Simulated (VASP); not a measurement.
# Ge: single point with PBEsol

The system is Ge.

```
Ge
1.0
     1.38261   -2.51950    0.00000
     1.38261    2.51950    0.00000
     0.00000    0.00000    2.60309
Ge
1
Direct
  0.50000 0.50000 0.00000
```

This cell differs from its parent crystal: strain +0.000 along x and y, -0.015 along z.

```
Program             : VASP 6.6.1
Task                : single point
Functional          : PBEsol
Potentials or basis : VASP PAW PBE potentials, release 64 (Ge_d)
Cutoff              : 520 eV
k mesh              : 24 × 24 × 22
Occupations         : gaussian, width 0.15 eV
Spin                : no spin polarisation
```

```yaml
Pressure: 1.1 GPa
Band_gap_on_the_k_mesh: zero (bands 7 and 8 overlap by 11.15 eV)
```

Stress tensor (GPa, compression positive):
```
 1.53  0.00  0.00
 0.00 -1.12  0.00
 0.00  0.00  2.90
```

Levels at points of the mesh, in eV from the Fermi level:
```
           k point  band 5  band 6  band 7  band 8  band 9  band 10
(0.00, 0.00, 0.00)  -24.47  -13.55    7.47    7.72    8.81    10.74
(0.50, 0.00, 0.00)  -24.50   -8.19   -5.84    3.61    7.66    11.63
(0.50, 0.50, 0.00)  -24.48   -8.84   -6.01    4.94    8.91    11.12
(0.00, 0.00, 0.50)  -24.51   -9.22   -6.23   11.04   12.14    16.61
(0.50, 0.00, 0.50)  -24.38   -3.39   -2.36   -1.98    3.41     6.93
(0.50, 0.50, 0.50)  -24.40   -4.12   -2.49   -2.45    3.12     8.28
```

Wall time 4.1 min on 1 thread of Intel Xeon 8259CL, on a shared host, peak memory 0.49 GiB.

Caveat: the cell differs from its parent crystal (strain +0.000 along x and y, -0.015 along z); the PAW data sets were made with another functional, which shifts forces and pressure a little.
